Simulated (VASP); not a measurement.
# CaO (Fm-3m) in VASP: further runs

Runs on CaO. Level: PBE. Tasks: single point.

All numbers are computed with VASP 6.6.1; they aren't measurements. Logs are shortened: lines on timing, memory, paths and dates and some standing lists are left out, and cuts for length are marked.

## 1. The cell of the first run

It takes space group Fm-3m (No. 225, cubic). Conventional cell: a = 4.926 Å, b = 4.926 Å, c = 4.926 Å, α = 90.00°, β = 90.00°, γ = 90.00°. Within 3.3 Å of Ca (site symmetry m-3m) lie 6 O at 2.46 Å. O (site symmetry m-3m) has 6 Ca at 2.46 Å within 3.3 Å.

## 2. Single point, PBE (volume scaled by 1.06)

File INCAR:

```
ALGO = Normal ; EDIFF = 1E-6
ENCUT = 520 ; GGA = PE
ISIF = 2 ; ISMEAR = 0
LASPH = True ; LCHARG = False
LREAL = False ; LWAVE = False
NBANDS = 15 ; NELM = 100
PREC = Accurate ; SIGMA = 0.02
```

File KPOINTS:

```
k-points
0
Gamma
  8 8 8
```

File POSCAR:

```
CaO
1.0
    0.0000000000      2.4628996442      2.4628996442
    2.4628996442      0.0000000000      2.4628996442
    2.4628996442      2.4628996442      0.0000000000
Ca O
1 1
Direct
    0.0000000000      0.0000000000      0.0000000000
    0.5000000000      0.5000000000      0.5000000000
```

Potentials or basis: VASP PAW PBE potentials, release 64 (Ca_sv, O).

On the command line:

```
> cat potpaw_PBE.64/Ca_sv/POTCAR potpaw_PBE.64/O/POTCAR > POTCAR
> mpirun -np 1 vasp_std > vasp.out
```

OUTCAR:

```text
EDIFF = 1E-6
   ENCUT = 520
   GGA = PE
   ISIF = 2
   ISMEAR = 0
   LASPH = True
   LREAL = False
   NELM = 100
   PREC = Accurate

 ion  position               nearest neighbor table
   1  0.000  0.000  0.000-   2 2.46   2 2.46   2 2.46   2 2.46   2 2.46   2 2.46
   2  0.500  0.500  0.500-   1 2.46   1 2.46   1 2.46   1 2.46   1 2.46   1 2.46

  LATTYP: Found a face centered cubic cell.
 ALAT       =     4.9257992884

  Lattice vectors:

 A1 = (   0.0000000000,   2.4628996442,   2.4628996442)
 A2 = (   2.4628996442,   0.0000000000,   2.4628996442)
 A3 = (   2.4628996442,   2.4628996442,   0.0000000000)

Analysis of symmetry for initial positions (statically):
=====================================================================
 Subroutine PRICEL returns:
 Original cell was already a primitive cell.

 Routine SETGRP: Setting up the symmetry group for a
 face centered cubic supercell.

 Subroutine GETGRP returns: Found 48 space group operations
 (whereof 48 operations were pure point group operations)
 out of a pool of 48 trial point group operations.

The static configuration has the point symmetry O_h .

Analysis of symmetry for dynamics (positions and initial velocities):
=====================================================================
 Subroutine PRICEL returns:
 Original cell was already a primitive cell.

 Routine SETGRP: Setting up the symmetry group for a
 face centered cubic supercell.

 Subroutine GETGRP returns: Found 48 space group operations
 (whereof 48 operations were pure point group operations)
 out of a pool of 48 trial point group operations.

The dynamic configuration has the point symmetry O_h .

 Subroutine INISYM returns: Found 48 space group operations
 (whereof 48 operations are pure point group operations),
 and found     1 'primitive' translations

----------------------------------------------------------------------------------------

                                     Primitive cell

  volume of cell :      29.8793

  direct lattice vectors                    reciprocal lattice vectors
     0.000000000  2.462899644  2.462899644    -0.203012738  0.203012738  0.203012738
     2.462899644  0.000000000  2.462899644     0.203012738 -0.203012738  0.203012738
     2.462899644  2.462899644  0.000000000     0.203012738  0.203012738 -0.203012738

  length of vectors
     3.483066080  3.483066080  3.483066080     0.351628377  0.351628377  0.351628377

  position of ions in fractional coordinates (direct lattice)
     0.000000000  0.000000000  0.000000000
     0.500000000  0.500000000  0.500000000

  ion indices of the primitive-cell ions
   primitive index   ion index
                 1           1
                 2           2

----------------------------------------------------------------------------------------

 KPOINTS: k-points

Automatic generation of k-mesh.
 Grid dimensions read from file:
 generate k-points for:    8    8    8

 Generating k-lattice:

  Cartesian coordinates                     Fractional coordinates (reciprocal lattice)
    -0.025376592  0.025376592  0.025376592     0.125000000  0.000000000  0.000000000
     0.025376592 -0.025376592  0.025376592     0.000000000  0.125000000  0.000000000
     0.025376592  0.025376592 -0.025376592     0.000000000  0.000000000  0.125000000

  Length of vectors
     0.043953547  0.043953547  0.043953547

  Shift w.r.t. Gamma in fractional coordinates (k-lattice)
     0.000000000  0.000000000  0.000000000

 Subroutine IBZKPT returns following result:
 ===========================================

 Found     29 irreducible k-points:

 Following reciprocal coordinates:
            Coordinates               Weight
  0.000000  0.000000  0.000000      1.000000
  0.125000  0.000000  0.000000      8.000000
  0.250000  0.000000  0.000000      8.000000
  0.375000  0.000000  0.000000      8.000000
  0.500000  0.000000  0.000000      4.000000
  0.125000  0.125000  0.000000      6.000000
[... 16 lines left out ...]
  0.500000  0.250000  0.125000     48.000000
 -0.375000  0.250000  0.125000     24.000000
 [... further k-points ...]
   k-points           NKPTS =     29   k-points in BZ     NKDIM =     29   number of bands    NBANDS=     15
   number of dos      NEDOS =    301   number of ions     NIONS =      2
   total plane-waves  NPLWV =  21952
   dimension x,y,z NGX =    28 NGY =   28 NGZ =   28
   dimension x,y,z NGXF=    56 NGYF=   56 NGZF=   56
   ions per type =               1   1
   NGX,Y,Z   is equivalent  to a cutoff of  13.36, 13.36, 13.36 a.u.
   NGXF,Y,Z  is equivalent  to a cutoff of  26.73, 26.73, 26.73 a.u.
 SYSTEM =  unknown system
   PREC   = accura    normal or accurate (medium, high low for compatibility)
   ISTART =      0    job   : 0-new  1-cont  2-samecut
   ICHARG =      2    charge: 1-file 2-atom 10-const
   ISPIN  =      1    spin polarized calculation?
   LNONCOLLINEAR =      F non collinear calculations
   LSORBIT =      F    spin-orbit coupling
   LASPH  =      T    aspherical Exc in radial PAW
   ENCUT  =  520.0 eV  38.22 Ry    6.18 a.u.   6.48  6.48  6.48*2*pi/ulx,y,z
   NELM   =    100;   NELMIN=  2; NELMDL= -5     # of ELM steps
   EDIFF  = 0.1E-05   stopping-criterion for ELM
   LREAL  =      F    real-space projection
   EDIFFG = 0.1E-04   stopping-criterion for IOM
   NSW    =      0    number of steps for IOM
   IBRION =     -1    ionic relax: 0-MD 1-quasi-New 2-CG
   NFREE  =      0    steps in history (QN), initial steepest desc. (CG)
   ISIF   =      2    stress and relaxation
   ISYM   =      2    0-nonsym 1-usesym 2-fastsym
   POTIM  = 0.5000    time-step for ionic-motion
   TEBEG  =    0.0;   TEEND  =   0.0 temperature during run
   PSTRESS=    0.0 pullay stress
   NELECT =      16.0000    total number of electrons
   NUPDOWN=      -1.0000    fix difference up-down
   EMIN   =  10.00;   EMAX   =-10.00  energy-range for DOS
   EFERMI =   0.00;   METHOD = LEGACY
   ISMEAR =     0;   SIGMA  =   0.02  broadening in eV -4-tet -1-fermi 0-gaus
   EFERMI_NEDOS =   21; number of points for ismear=-14 and -15
   IALGO  =     38    algorithm
   IMIX   =      4    mixing-type and parameters
     AMIX     =   0.40;   BMIX     =  1.00
     AMIX_MAG =   1.60;   BMIX_MAG =  1.00
  volume/ion in A,a.u.               =      14.94       100.82
  Fermi-wavevector in a.u.,A,eV,Ry     =   1.329407  2.512216 24.045905  1.767324
  Thomas-Fermi vector in A             =   2.458572
   LORBIT       =      0    0 simple, 1 ext, 2 COOP (PROOUT), +10 PAW based schemes
   GGA     = PE    functional components
   LHFCALC =     F    Hartree Fock is set to
   AEXX    =    0.0000 exact exchange contribution
   IVDW    =     0    specifies the selected vdW correction
   LEPSILON=     F    determine dielectric tensor
   LRPA    =     F    only Hartree local field effects (RPA)
 non-spin polarized calculation
 Gauss-broadening in eV      SIGMA  =   0.02
  energy-cutoff  :      520.00
  volume of cell :       29.88
 maximum number of plane-waves:       821
 NGX is ok and might be reduce to    28
   NGX = 13   NGY = 13   NGZ = 13

 number of electron      16.0000004 magnetization

 Free energy of the ion-electron system (eV)
  ---------------------------------------------------
  ext. energy  EPLUGINS =         0.00000000
  ---------------------------------------------------
  free energy    TOTEN  =       -12.78196102 eV

  energy without entropy =      -12.78196102  energy(sigma->0) =      -12.78196102

 E-fermi :   2.1251     XC(G=0): -10.1224

 val. band max:        1.9497474239   @ k =   0.0000   0.0000   0.0000
 cond. band min:       5.5928199144   @ k =   0.5000   0.5000   0.0000
 fundamental gap:      3.6430724906
 Fermi energy:         2.1250709247

 k-point     1 :       0.0000    0.0000    0.0000
  band No.  band energies     occupation
      1     -35.9990      2.00000
      2     -16.8087      2.00000
      3     -16.8087      2.00000
      4     -16.8087      2.00000
      5     -13.4429      2.00000
      6       1.9497      2.00000
      7       1.9497      2.00000
      8       1.9497      2.00000
      9       6.0908      0.00000
     10       7.9857      0.00000
     11       7.9857      0.00000
     12       7.9857      0.00000
     13       9.3652      0.00000
     14       9.3653      0.00000
     15      16.5578      0.00000

 k-point     2 :       0.1250    0.0000    0.0000
  band No.  band energies     occupation
      1     -35.9883      2.00000
      2     -16.9538      2.00000
      3     -16.8153      2.00000
      4     -16.8153      2.00000
      5     -13.2846      2.00000
      6       1.4368      2.00000
      7       1.7653      2.00000
      8       1.7653      2.00000
      9       6.7612      0.00000
     10       7.9416      0.00000
     11       8.2262      0.00000
     12       8.2262      0.00000
     13       9.6895      0.00000
     14       9.6895      0.00000
     15      17.0499      0.00000

 k-point     3 :       0.2500    0.0000    0.0000
  band No.  band energies     occupation
      1     -35.9624      2.00000
      2     -17.2627      2.00000
      3     -16.8311      2.00000
      4     -16.8311      2.00000
      5     -12.9428      2.00000
      6       0.4990      2.00000
      7       1.3668      2.00000
      8       1.3668      2.00000
      9       7.9488      0.00000
     10       8.2130      0.00000
     11       8.8548      0.00000
     12       8.8548      0.00000
     13      10.4750      0.00000
     14      10.4750      0.00000
     15      17.1184      0.00000

 k-point     4 :       0.3750    0.0000    0.0000
  band No.  band energies     occupation
      1     -35.9363      2.00000
      2     -17.5311      2.00000
      3     -16.8468      2.00000
      4     -16.8468      2.00000
      5     -12.6388      2.00000
      6      -0.2444      2.00000
      7       1.0175      2.00000
      8       1.0175      2.00000
      9       8.3729      0.00000
     10       9.4164      0.00000
     11       9.5736      0.00000
     12       9.5736      0.00000
     13      11.3378      0.00000
     14      11.3378      0.00000
     15      15.8413      0.00000
[... 307 lines left out ...]
 k-point    22 :       0.3750    0.2500    0.1250
  band No.  band energies     occupation
      1     -35.9435      2.00000
      2     -17.2947      2.00000
      3     -16.9319      2.00000
      4     -16.8592      2.00000
      5     -12.8970      2.00000
      6       0.2454      2.00000
      7       1.2507      2.00000
      8       1.4569      2.00000
      9       7.1909      0.00000
     10       8.5048      0.00000
     11       9.4805      0.00000
     12       9.7457      0.00000
     13      10.4659      0.00000
     14      11.5131      0.00000
     15      17.5273      0.00000

 k-point    23 :       0.5000    0.2500    0.1250
  band No.  band energies     occupation
      1     -35.9227      2.00000
      2     -17.4138      2.00000
      3     -16.9823      2.00000
      4     -16.8879      2.00000
      5     -12.7740      2.00000
      6       0.0643      2.00000
      7       0.9809      2.00000
      8       1.1576      2.00000
      9       7.6351      0.00000
     10       9.0070      0.00000
     11      10.0013      0.00000
     12      10.0422      0.00000
     13      11.3078      0.00000
     14      12.3757      0.00000
     15      15.8189      0.00000

 k-point    24 :      -0.3750    0.2500    0.1250
  band No.  band energies     occupation
      1     -35.9141      2.00000
      2     -17.4626      2.00000
      3     -16.9944      2.00000
      4     -16.9070      2.00000
      5     -12.7261      2.00000
      6       0.0126      2.00000
      7       0.8930      2.00000
      8       0.9932      2.00000
      9       8.4062      0.00000
     10       8.4804      0.00000
     11      10.2758      0.00000
     12      10.3410      0.00000
     13      11.5777      0.00000
     14      13.1635      0.00000
     15      14.8329      0.00000

 [... further k-points ...]
[... 5 lines left out ...]
  --------------------------------------------------------------------------------------
  -------------------------------------------------------------------------------------
  Total       -0.9369967     -0.9369967     -0.9369967      0.0000000      0.0000000      0.0000000
  in kB      -50.2433413    -50.2433413    -50.2433413      0.0000000      0.0000000      0.0000000
  external PRESSURE =     -50.2433413 kB  Pullay stress =       0.0000000 kB

 VOLUME and BASIS-vectors are now :
 -----------------------------------------------------------------------------
  energy-cutoff  :      520.00
  volume of cell :       29.88
      direct lattice vectors                 reciprocal lattice vectors
     0.000000000  2.462899644  2.462899644    -0.203012738  0.203012738  0.203012738
     2.462899644  0.000000000  2.462899644     0.203012738 -0.203012738  0.203012738
     2.462899644  2.462899644  0.000000000     0.203012738  0.203012738 -0.203012738

 POSITION                                       TOTAL-FORCE (eV/Angst)
 -----------------------------------------------------------------------------------
      0.00000      0.00000      0.00000         0.000000      0.000000     -0.000000
      2.46290      2.46290      2.46290        -0.000000     -0.000000      0.000000
 -----------------------------------------------------------------------------------
    total drift:                                0.000000      0.000000      0.000000

  FREE ENERGIE OF THE ION-ELECTRON SYSTEM (eV)
  ---------------------------------------------------
  free  energy   TOTEN  =       -12.7819610233 eV

  energy  without entropy=      -12.7819610233  energy(sigma->0) =      -12.78196102
```

It took 9.1 s on 1 thread of Intel Xeon Platinum 8488C (Sapphire Rapids), shared host; peak memory 0.16 GiB.

What came out:

- Free energy: -12.7820 eV
- Pressure: -5.0 GPa
- Band gap on the k mesh: 3.64 eV, indirect (least direct gap 4.03 eV)

Levels at points of the mesh, in eV from the valence-band top:
```tsv
k point	band 4	band 5	band 6	band 7	band 8	band 9	band 10	band 11	band 12	band 13
(0.00, 0.00, 0.00)	-18.76	-15.39	0.00	0.00	0.00	4.14	6.04	6.04	6.04	7.42
(0.50, 0.00, 0.00)	-18.80	-14.47	-2.47	-1.07	-1.07	6.71	7.95	7.95	7.95	9.82
(0.50, 0.50, 0.00)	-18.94	-15.16	-1.32	-0.38	-0.38	3.64	7.51	8.47	9.04	9.04
```

 A k mesh can miss the band edges.

## 3. Single point, PBE (volume scaled by 1.10)

File INCAR:

```
ALGO     = Normal         # electronic algorithm
EDIFF    = 1E-6           # SCF threshold, eV
ENCUT    = 520            # plane-wave cutoff, eV
GGA      = PE             # functional
ISIF     = 2              # what is computed and relaxed
ISMEAR   = 0              # smearing method
LASPH    = T              # aspherical terms in the spheres
LCHARG   = F              # write CHGCAR
LREAL    = F              # projectors in reciprocal space
LWAVE    = F              # write WAVECAR
NBANDS   = 15             # bands
NELM     = 100            # most SCF steps
PREC     = Accurate       # precision mode
SIGMA    = 0.02           # smearing width, eV
```

KPOINTS is that of step 2.

File POSCAR:

```
CaO
1.0
    0.0000000000      2.4934977995      2.4934977995
    2.4934977995      0.0000000000      2.4934977995
    2.4934977995      2.4934977995      0.0000000000
Ca O
1 1
Direct
    0.0000000000      0.0000000000      0.0000000000
    0.5000000000      0.5000000000      0.5000000000
```

Potentials or basis: VASP PAW PBE potentials, release 64 (Ca_sv, O).

On the command line:

```
> cat potpaw_PBE.64/Ca_sv/POTCAR potpaw_PBE.64/O/POTCAR > POTCAR
> mpirun -np 1 vasp_std > vasp.out
```

It took 9.7 s on 1 thread of Intel Xeon Platinum 8488C (Sapphire Rapids), shared host; peak memory 0.16 GiB.

Results (log left out):

| Item | Value |
| --- | --- |
| Free energy | -12.7375 eV |
| Pressure | -7.8 GPa |
| Band gap on the k mesh | 3.64 eV, indirect (least direct gap 3.87 eV) |

Levels at points of the mesh, in eV from the valence-band top:
```
           k point  band 6  band 7  band 8  band 9  band 10  band 11
(0.00, 0.00, 0.00)    0.00    0.00    0.00    3.87     5.94     5.94
(0.50, 0.00, 0.00)   -2.39   -1.00   -1.00    6.54     7.68     7.75
(0.50, 0.50, 0.00)   -1.32   -0.39   -0.39    3.64     7.26     8.26
```

 A k mesh can miss the band edges.
